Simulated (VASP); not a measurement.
# CuO (Tenorite) (Cc) in VASP: notebook

Runs on CuO (Tenorite). Level: r2SCAN. Tasks: single point.

All numbers are computed with VASP 6.6.1; they aren't measurements. Logs are shortened: lines on timing, memory, paths and dates and some standing lists are left out, and cuts for length are marked.

**1. The cell of the first run**

The structure is monoclinic, space group Cc (No. 9). Conventional cell: a = 4.594 Å, b = 3.357 Å, c = 5.027 Å, α = 90.00°, β = 99.65°, γ = 90.00°. Cu (site symmetry 1) has 4 O at 1.87 to 1.98 Å within 2.5 Å. O (site symmetry 1) has 4 Cu at 1.87 to 1.98 Å within 2.5 Å.

**2. Single point, r2SCAN**

POSCAR reads:

```
CuO
1.0
    2.2967865698     -1.6784228387      0.0000000000
    2.2967865698      1.6784228387      0.0000000000
   -0.8429870921      0.0000000000      4.9561536082
Cu O
2 2
Direct
    0.4968000000      0.0032000000      0.5000000000
    0.0032000000      0.4968000000      0.0000000000
    0.4056000000      0.5714000000      0.7537000000
    0.5714000000      0.4056000000      0.2537000000
```

INCAR.step1 reads:

```
  PREC = Accurate
  ENCUT = 520
  ISMEAR = -1
  SIGMA = 0.05
  LREAL = False
  LASPH = True
  NELM = 60
  NBANDS = 25
  GGA = PE
  ALGO = Normal
  EDIFF = 1E-4
  LWAVE = True
  LCHARG = False
```

INCAR.step2 reads:

```
  PREC = Accurate
  ENCUT = 520
  EDIFF = 1E-6
  ISMEAR = -1
  SIGMA = 0.05
  LREAL = False
  LASPH = True
  NELM = 60
  ALGO = Normal
  ISIF = 2
  LWAVE = False
  LCHARG = False
  METAGGA = R2SCAN
  LMIXTAU = True
  NBANDS = 25
  ISTART = 1
```

KPOINTS reads:

```
Automatic mesh
0
Gamma
  10 10 5
```

Potentials or basis: VASP PAW PBE potentials, release 64 (Cu, O).

The run is started by

```bash
> cat potpaw_PBE.64/Cu/POTCAR potpaw_PBE.64/O/POTCAR > POTCAR
> cp INCAR.step1 INCAR
> mpirun -np 1 vasp_std > vasp.out
> cp INCAR.step2 INCAR
> mpirun -np 1 vasp_std > vasp.out
```

OUTCAR:

```text
PREC = Accurate
   ENCUT = 520
   EDIFF = 1E-6
   ISMEAR = -1
   LREAL = False
   LASPH = True
   NELM = 60
   ISIF = 2
   METAGGA = R2SCAN
   ISTART = 1

 ion  position               nearest neighbor table
   1  0.497  0.003  0.500-   4 1.87   3 1.89   4 1.94   3 1.98
   2  0.003  0.497  0.000-   3 1.87   4 1.89   3 1.94   4 1.98
   3  0.406  0.571  0.754-   2 1.87   1 1.89   2 1.94   1 1.98
   4  0.571  0.406  0.254-   1 1.87   2 1.89   1 1.94   2 1.98

  LATTYP: Found a base centered monoclinic cell.
 ALAT       =     4.5935731396
 B/A-ratio  =     0.7307700510
 C/A-ratio  =     1.0944277397
 COS(beta)  =    -0.1676807457

  Lattice vectors:

 A1 = (   2.2967865698,  -1.6784228387,   0.0000000000)
 A2 = (   2.2967865698,   1.6784228387,   0.0000000000)
 A3 = (  -0.8429870921,   0.0000000000,   4.9561536082)

Analysis of symmetry for initial positions (statically):
=====================================================================
 Subroutine PRICEL returns:
 Original cell was already a primitive cell.

 Routine SETGRP: Setting up the symmetry group for a
 base centered monoclinic supercell.

 Subroutine GETGRP returns: Found  2 space group operations
 (whereof  1 operations were pure point group operations)
 out of a pool of  4 trial point group operations.

The static configuration has the point symmetry C_1 .
 The point group associated with its full space group is C_1h.

Analysis of symmetry for dynamics (positions and initial velocities):
=====================================================================
 Subroutine PRICEL returns:
 Original cell was already a primitive cell.

 Routine SETGRP: Setting up the symmetry group for a
 base centered monoclinic supercell.

 Subroutine GETGRP returns: Found  2 space group operations
 (whereof  1 operations were pure point group operations)
 out of a pool of  4 trial point group operations.

The dynamic configuration has the point symmetry C_1 .
 The point group associated with its full space group is C_1h.

 Subroutine INISYM returns: Found  2 space group operations
 (whereof  1 operations are pure point group operations),
 and found     1 'primitive' translations

----------------------------------------------------------------------------------------

                                     Primitive cell

  volume of cell :      38.2117

  direct lattice vectors                    reciprocal lattice vectors
     2.296786570 -1.678422839  0.000000000     0.217695456 -0.297898711  0.037027597
     2.296786570  1.678422839  0.000000000     0.217695456  0.297898711  0.037027597
    -0.842987092  0.000000000  4.956153608     0.000000000  0.000000000  0.201769372

  length of vectors
     2.844702405  2.844702405  5.027333869     0.370818010  0.370818010  0.201769372

  position of ions in fractional coordinates (direct lattice)
     0.496800000  0.003200000  0.500000000
     0.003200000  0.496800000  0.000000000
     0.405600000  0.571400000  0.753700000
     0.571400000  0.405600000  0.253700000

  ion indices of the primitive-cell ions
   primitive index   ion index
                 1           1
                 2           2
                 3           3
                 4           4

----------------------------------------------------------------------------------------

 KPOINTS: Automatic mesh

Automatic generation of k-mesh.
 Grid dimensions read from file:
 generate k-points for:   10   10    5

 Generating k-lattice:

  Cartesian coordinates                     Fractional coordinates (reciprocal lattice)
     0.021769546 -0.029789871  0.003702760     0.100000000  0.000000000 -0.000000000
     0.021769546  0.029789871  0.003702760     0.000000000  0.100000000 -0.000000000
     0.000000000  0.000000000  0.040353874     0.000000000  0.000000000  0.200000000

  Length of vectors
     0.037081801  0.037081801  0.040353874

  Shift w.r.t. Gamma in fractional coordinates (k-lattice)
     0.000000000  0.000000000  0.000000000

 Subroutine IBZKPT returns following result:
 ===========================================

 Found    141 irreducible k-points:

 Following reciprocal coordinates:
            Coordinates               Weight
  0.000000  0.000000  0.000000      1.000000
  0.100000 -0.000000  0.000000      4.000000
  0.200000 -0.000000  0.000000      4.000000
  0.300000 -0.000000  0.000000      4.000000
  0.400000 -0.000000  0.000000      4.000000
  0.500000 -0.000000  0.000000      2.000000
[... 16 lines left out ...]
  0.300000  0.300000  0.000000      2.000000
  0.400000  0.300000  0.000000      4.000000
 [... further k-points ...]
   k-points           NKPTS =    141   k-points in BZ     NKDIM =    141   number of bands    NBANDS=     25
   number of dos      NEDOS =    301   number of ions     NIONS =      4
   total plane-waves  NPLWV =  23040
   dimension x,y,z NGX =    24 NGY =   24 NGZ =   40
   dimension x,y,z NGXF=    48 NGYF=   48 NGZF=   80
   ions per type =               2   2
   NGX,Y,Z   is equivalent  to a cutoff of  14.03, 14.03, 13.23 a.u.
   NGXF,Y,Z  is equivalent  to a cutoff of  28.05, 28.05, 26.45 a.u.
 SYSTEM =  unknown system
   PREC   = accura    normal or accurate (medium, high low for compatibility)
   ISTART =      1    job   : 0-new  1-cont  2-samecut
   ICHARG =      0    charge: 1-file 2-atom 10-const
   ISPIN  =      1    spin polarized calculation?
   LNONCOLLINEAR =      F non collinear calculations
   LSORBIT =      F    spin-orbit coupling
   LASPH  =      T    aspherical Exc in radial PAW
   ENCUT  =  520.0 eV  38.22 Ry    6.18 a.u.   5.29  5.29  9.35*2*pi/ulx,y,z
   NELM   =     60;   NELMIN=  2; NELMDL=  0     # of ELM steps
   EDIFF  = 0.1E-05   stopping-criterion for ELM
   LREAL  =      F    real-space projection
   EDIFFG = 0.1E-04   stopping-criterion for IOM
   NSW    =      0    number of steps for IOM
   IBRION =     -1    ionic relax: 0-MD 1-quasi-New 2-CG
   NFREE  =      0    steps in history (QN), initial steepest desc. (CG)
   ISIF   =      2    stress and relaxation
   ISYM   =      2    0-nonsym 1-usesym 2-fastsym
   POTIM  = 0.5000    time-step for ionic-motion
   TEBEG  =    0.0;   TEEND  =   0.0 temperature during run
   PSTRESS=    0.0 pullay stress
   NELECT =      34.0000    total number of electrons
   NUPDOWN=      -1.0000    fix difference up-down
   EMIN   =  10.00;   EMAX   =-10.00  energy-range for DOS
   EFERMI =   0.00;   METHOD = LEGACY
   ISMEAR =    -1;   SIGMA  =   0.05  broadening in eV -4-tet -1-fermi 0-gaus
   EFERMI_NEDOS =   21; number of points for ismear=-14 and -15
   IALGO  =     38    algorithm
   IMIX   =      4    mixing-type and parameters
     AMIX     =   0.40;   BMIX     =  1.00
     AMIX_MAG =   1.60;   BMIX_MAG =  1.00
  volume/ion in A,a.u.               =       9.55        64.47
  Fermi-wavevector in a.u.,A,eV,Ry     =   1.574595  2.975553 33.733598  2.479350
  Thomas-Fermi vector in A             =   2.675706
   LORBIT       =      0    0 simple, 1 ext, 2 COOP (PROOUT), +10 PAW based schemes
   METAGGA = R2SCAN    functional components
   LHFCALC =     F    Hartree Fock is set to
   AEXX    =    0.0000 exact exchange contribution
   IVDW    =     0    specifies the selected vdW correction
   LEPSILON=     F    determine dielectric tensor
   LRPA    =     F    only Hartree local field effects (RPA)
 non-spin polarized calculation
  energy-cutoff  :      520.00
  volume of cell :       38.21
 maximum number of plane-waves:      1045
 NGX is ok and might be reduce to    24
   NGX = 11   NGY = 11   NGZ = 19

 number of electron      34.0000012 magnetization

 Free energy of the ion-electron system (eV)
  ---------------------------------------------------
  ext. energy  EPLUGINS =         0.00000000
  ---------------------------------------------------
  free energy    TOTEN  =       -36.24073262 eV

  energy without entropy =      -36.22317700  energy(sigma->0) =      -36.23195481

 E-fermi :   6.3779     XC(G=0): -12.9918

 val. band max:        6.3708624727   @ k =   0.5000   0.1000   0.2000
 cond. band min:       6.3831241353   @ k =   0.5000   0.5000   0.4000
 fundamental gap:      0.0122616626
 Fermi energy:         6.3779400461

 k-point     1 :       0.0000    0.0000    0.0000
  band No.  band energies     occupation
      1     -15.3074      2.00000
      2     -13.8631      2.00000
      3      -2.6385      2.00000
      4       0.1271      2.00000
      5       0.4980      2.00000
      6       2.4712      2.00000
[... 17 lines left out ...]
     24      23.7277      0.00000
     25      24.1124      0.00000

 k-point     2 :       0.1000   -0.0000    0.0000
  band No.  band energies     occupation
      1     -15.2340      2.00000
      2     -13.8406      2.00000
      3      -2.5226      2.00000
      4       0.1055      2.00000
      5       0.4691      2.00000
      6       1.6783      2.00000
[... 17 lines left out ...]
     24      23.3611      0.00000
     25      24.5429      0.00000

 k-point     3 :       0.2000   -0.0000    0.0000
  band No.  band energies     occupation
      1     -15.0350      2.00000
      2     -13.7809      2.00000
      3      -2.2128      2.00000
      4       0.0202      2.00000
      5       0.3496      2.00000
      6       0.6014      2.00000
[... 17 lines left out ...]
     24      22.4953      0.00000
     25      24.1201      0.00000

 k-point     4 :       0.3000   -0.0000    0.0000
  band No.  band energies     occupation
      1     -14.7726      2.00000
      2     -13.7056      2.00000
      3      -1.8226      2.00000
      4      -0.6274      2.00000
      5      -0.0767      2.00000
      6       0.4866      2.00000
[... 17 lines left out ...]
     24      21.3775      0.00000
     25      23.7035      0.00000
[... 477 lines left out ...]
 k-point    22 :      -0.2000    0.2000    0.0000
  band No.  band energies     occupation
      1     -14.7125      2.00000
      2     -13.6775      2.00000
      3      -1.7225      2.00000
      4      -0.1568      2.00000
      5      -0.0662      2.00000
      6       0.2334      2.00000
[... 17 lines left out ...]
     24      21.3010      0.00000
     25      21.7491      0.00000

 k-point    23 :       0.3000    0.3000    0.0000
  band No.  band energies     occupation
      1     -14.4418      2.00000
      2     -13.6572      2.00000
      3      -1.2136      2.00000
      4      -0.6967      2.00000
      5       0.3131      2.00000
      6       0.3637      2.00000
[... 17 lines left out ...]
     24      22.2260      0.00000
     25      22.3269      0.00000

 k-point    24 :       0.4000    0.3000    0.0000
  band No.  band energies     occupation
      1     -14.2367      2.00000
      2     -13.6084      2.00000
      3      -1.2342      2.00000
      4      -0.9084      2.00000
      5       0.0714      2.00000
      6       0.3357      2.00000
[... 17 lines left out ...]
     24      20.9710      0.00000
     25      21.9292      0.00000

 [... further k-points ...]
[... 5 lines left out ...]
  --------------------------------------------------------------------------------------
  -------------------------------------------------------------------------------------
  Total        3.1181554      2.6110663      3.4552848      0.0000000      0.0000000     -0.7717388
  in kB      130.7409281    109.4792247    144.8764030      0.0000000      0.0000000    -32.3581828
  external PRESSURE =     128.3655186 kB  Pullay stress =       0.0000000 kB

 VOLUME and BASIS-vectors are now :
 -----------------------------------------------------------------------------
  energy-cutoff  :      520.00
  volume of cell :       38.21
      direct lattice vectors                 reciprocal lattice vectors
     2.296786570 -1.678422839  0.000000000     0.217695456 -0.297898711  0.037027597
     2.296786570  1.678422839  0.000000000     0.217695456  0.297898711  0.037027597
    -0.842987092  0.000000000  4.956153608     0.000000000  0.000000000  0.201769372

 POSITION                                       TOTAL-FORCE (eV/Angst)
 -----------------------------------------------------------------------------------
      0.72690     -0.82847      2.47808        -0.791798     -0.457700      0.320936
      1.14839      0.82847      0.00000        -0.791798      0.457700      0.320936
      1.60860      0.27828      3.73545         0.791798     -0.075799     -0.320936
      2.03009     -0.27828      1.25738         0.791798      0.075799     -0.320936
 -----------------------------------------------------------------------------------
    total drift:                                0.002295      0.000000     -0.004327

  FREE ENERGIE OF THE ION-ELECTRON SYSTEM (eV)
  ---------------------------------------------------
  free  energy   TOTEN  =       -36.2407326205 eV

  energy  without entropy=      -36.2231769987  energy(sigma->0) =      -36.23195481
```

Run time: 2.5 min. Hardware: 1 thread of Intel Xeon 6975P-C (Granite Rapids), shared host; peak memory 0.24 GiB.

What came out:

```yaml
Free_energy: -36.2407 eV
Pressure: 12.8 GPa
Largest_force: 0.969 eV/Å
Band_gap_on_the_k_mesh: zero (band 17 reaches 6.64 eV, above the bottom of band 18 at 6.04 eV)
```

Forces on the atoms (eV/Å):
```
Cu  -0.792 -0.458  0.321
Cu  -0.792  0.458  0.321
O    0.792 -0.076 -0.321
O    0.792  0.076 -0.321
```

Caveat: the PAW data sets were made with another functional, which shifts forces and pressure a little; semilocal functionals often make such compounds metallic where correlation or magnetic order opens a gap, which also shifts bond lengths.

[end of part 1 of 2]
